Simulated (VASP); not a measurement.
Wanted: the native input for a VASP 6.6.1 run.

```yaml
Task: single point
Functional: PBE
Potentials_or_basis: VASP PAW PBE potentials, release 64 (B, N)
Cutoff: 520 eV
k_mesh: 12 × 12 × 6
Occupations: fermi-dirac, width 0.05 eV
Spin: no spin polarisation
Dipole_correction: no
Further_INCAR_settings: ALGO = Normal; EDIFF = 1e-06; NBANDS = 16
```

The structure of BN lies in POSCAR:

```
BN
1.0
    2.5360000000      0.0253600000      0.0000000000
   -1.2460376000      2.1835600000      0.0000000000
    0.0000000000      0.0000000000      4.1990000000
B N
2 2
Direct
    0.6666666667      0.3333333333      0.0000000000
    0.3333333333      0.6666666667      0.5000000000
    0.6666666667      0.3333333333      0.3750000000
    0.3333333333      0.6666666667      0.8750000000
```

These files were run (other wordings do the same):

INCAR

```
SYSTEM = BN
PREC = Accurate
ENCUT = 520
EDIFF = 1E-6
ISMEAR = -1
SIGMA = 0.05
LREAL = .False.
LASPH = .True.
NELM = 60
ALGO = Normal
ISIF = 2
LWAVE = .False.
LCHARG = .True.
GGA = PE
LELF = .True.
LVHAR = .True.
NBANDS = 16
```

KPOINTS

```
Automatic mesh
0
Gamma
  12 12 6
  0 0 0
```

Potentials or basis: VASP PAW PBE potentials, release 64 (B, N).

Run with:

```bash
$ cat potpaw_PBE.64/B/POTCAR potpaw_PBE.64/N/POTCAR > POTCAR
$ mpirun -np 1 vasp_std > vasp.out
```

Results of the run:

- Pressure: 8.4 GPa
- Largest force: 0.125 eV/Å
- Band gap on the k mesh: 5.14 eV (least direct gap 8.17 eV)

Caveat: the cell stands under pressure.

Wall time 3.6 min on 1 thread of Intel Xeon 8259CL, with other jobs on the host, peak memory 0.2 GiB.
